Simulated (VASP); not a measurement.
A run of VASP 6.6.1 is set up as follows.

Contents of INCAR:

```
ALGO = Normal
EDIFF = 1E-6
ENCUT = 520
GGA = PE
ISIF = 2
ISMEAR = 0
LASPH = T
LCHARG = F
LREAL = Auto
LWAVE = F
NBANDS = 79
NELM = 60
PREC = Accurate
SIGMA = 0.1
```

KPOINTS

```
k-points
0
Gamma
  4 4 3
```

Contents of POSCAR:

```
C28O
1.0
    6.1663319712      2.1360800542      0.0000000000
   -1.2332663942     -6.4082401623      0.0000000000
    0.0000000000      0.0000000000     -8.4654495156
C O
28 1
Direct
    0.1820426175      0.7345494996      0.7155827920
    0.6058786891      0.8764222690      0.7117588958
    0.3197367565      0.4512471809      0.7079427961
    0.0381744410      0.0280655309      0.7177654286
    0.7424168719      0.5872120546      0.7459436133
    0.4632763116      0.1626262847      0.7107441830
    0.8895085309      0.3049916017      0.7144087256
    0.1151185106      0.6963409987      0.2546609009
    0.5437847352      0.8392057087      0.2542611584
    0.2580299883      0.4106635589      0.2540576252
   -0.0277538016     -0.0179678569      0.2545679348
    0.6866345490      0.5535426692      0.2551881027
    0.4008510731      0.1249112021      0.2540891651
    0.8294789632      0.2678793905      0.2544094080
    0.1291149306      0.4981361102      0.7117345616
    0.5529675711      0.6400276668      0.7157058806
    0.2717259786      0.2119709013      0.7107349691
    0.9926316629      0.7874181629      0.7458067039
    0.6968271180      0.3465563793      0.7178462276
    0.4152758451      0.9233331304      0.7078930645
    0.8454654271      0.0695733655      0.7144090800
    0.3056149971      0.6487645585      0.2541770518
    0.7342184853      0.7915807356      0.2549237339
    0.4485707947      0.3630962743      0.2543573139
    0.1627220392      0.9344154012      0.2543836563
    0.8770703762      0.5059110543      0.2550917108
    0.5913792125      0.0773211253      0.2541071205
    0.0199101096      0.2201449309      0.2541557889
    0.8677192382      0.6874523498     -0.1056435336
```

Potentials or basis: VASP PAW PBE potentials, release 64 (C, O).

Run with:

```console
$ cat potpaw_PBE.64/C/POTCAR potpaw_PBE.64/O/POTCAR > POTCAR
$ mpirun -np 1 vasp_std > vasp.out
```

Task: Estimate the band gap on the k mesh.

Result: 0.12 eV.

Task: Estimate the pressure.

Result: 2.0 GPa.

Stress tensor (GPa, compression positive):
```
2.72 0.45 0.02
0.45 2.69 0.00
0.02 0.00 0.57
```
